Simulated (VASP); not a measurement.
A run of VASP 6.6.1 is set up as follows.

Contents of POSCAR:

```
AlN
1.0
    3.1067571955      0.0000384914     -0.0000082419
   -1.5533449785      2.6905244174      0.0000030778
   -0.0000139219     -0.0000019350      4.9785812730
Al N
2 2
Direct
    0.3333409880      0.6666679725      0.0016961150
    0.6666609358      0.3333331027      0.5016961749
    0.3333192473      0.6666689313      0.3833051372
    0.6666788289      0.3333299935      0.8833025728
```

Contents of INCAR.step1:

```
PREC     = Accurate       # precision mode
ENCUT    = 520            # plane-wave cutoff, eV
ISMEAR   = 0              # smearing method
SIGMA    = 0.05           # smearing width, eV
LREAL    = F              # projectors in reciprocal space
LASPH    = T              # aspherical terms in the spheres
NELM     = 100            # most SCF steps
NBANDS   = 16             # bands
GGA      = PE             # functional
ALGO     = Normal         # electronic algorithm
EDIFF    = 1E-4           # SCF threshold, eV
LWAVE    = T              # write WAVECAR
LCHARG   = F              # write CHGCAR
```

Contents of INCAR.step2:

```
PREC     = Accurate       # precision mode
ENCUT    = 520            # plane-wave cutoff, eV
EDIFF    = 1E-7           # SCF threshold, eV
ISMEAR   = 0              # smearing method
SIGMA    = 0.05           # smearing width, eV
LREAL    = F              # projectors in reciprocal space
LASPH    = T              # aspherical terms in the spheres
NELM     = 100            # most SCF steps
ALGO     = Normal         # electronic algorithm
ISIF     = 2              # what is computed and relaxed
LWAVE    = F              # write WAVECAR
LCHARG   = F              # write CHGCAR
METAGGA  = R2SCAN         # meta-GGA
LMIXTAU  = T            
NBANDS   = 16             # bands
ISTART   = 1
```

KPOINTS

```
Automatic mesh
0
Gamma
  12 12 4
```

Potentials or basis: VASP PAW PBE potentials, release 64 (Al, N).

Command:

```console
$ cat potpaw_PBE.64/Al/POTCAR potpaw_PBE.64/N/POTCAR > POTCAR
$ cp INCAR.step1 INCAR
$ mpirun -np 1 vasp_std > vasp.out
$ cp INCAR.step2 INCAR
$ mpirun -np 1 vasp_std > vasp.out
```

Q: Estimate the pressure.

A: -0.4 GPa.

Q: What does it give for the band gap on the k mesh?

A: 4.92 eV.

Caveat: the PAW data sets were made with another functional, which shifts forces and pressure a little. A k mesh can miss the band edges.
